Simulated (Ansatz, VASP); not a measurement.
## K: VASP beside Ansatz

```xyz
8
Lattice="8.0474 0.0000 0.0000 0.0000 8.0474 0.0000 0.0000 0.0000 8.0474" Properties=species:S:1:pos:R:3 pbc="T T T"
K     8.0474    0.0000    8.0474
K     4.0237    4.0237    4.0237
K     2.0118    8.0474    4.0237
K     6.0355    8.0474    4.0237
K     4.0237    2.0118    8.0474
K     4.0237    6.0355    8.0474
K     0.0000    4.0237    2.0118
K     0.0000    4.0237    6.0355
```

Alike in both runs: functional LDA; k mesh 3 × 3 × 3; occupations fermi-dirac, width 0.1 eV; no spin polarisation.

Ansatz relaxed the structure, and its values are those at the end. VASP's run is a single point on that final structure, the one shown.

|  | VASP | Ansatz |
| --- | --- | --- |
| version | VASP 6.6.1 | Ansatz 0.2.0 |
| potentials or method | VASP PAW LDA potentials, release 64 (K_sv), cutoff 520 eV | plane waves (420 eV) with PAW, scalar-relativistic |
| valence electrons in the cell | 72 | 72 |

|  | VASP | Ansatz | Ansatz less VASP |
| --- | --- | --- | --- |
| pressure (GPa) | 0.0 | 0.0 | +0.01 |

Ansatz warns that its potentials were made for another functional, while VASP's fit it. LDA's correlation is that of Perdew and Zunger in VASP and of Perdew and Wang (1992) in Ansatz.
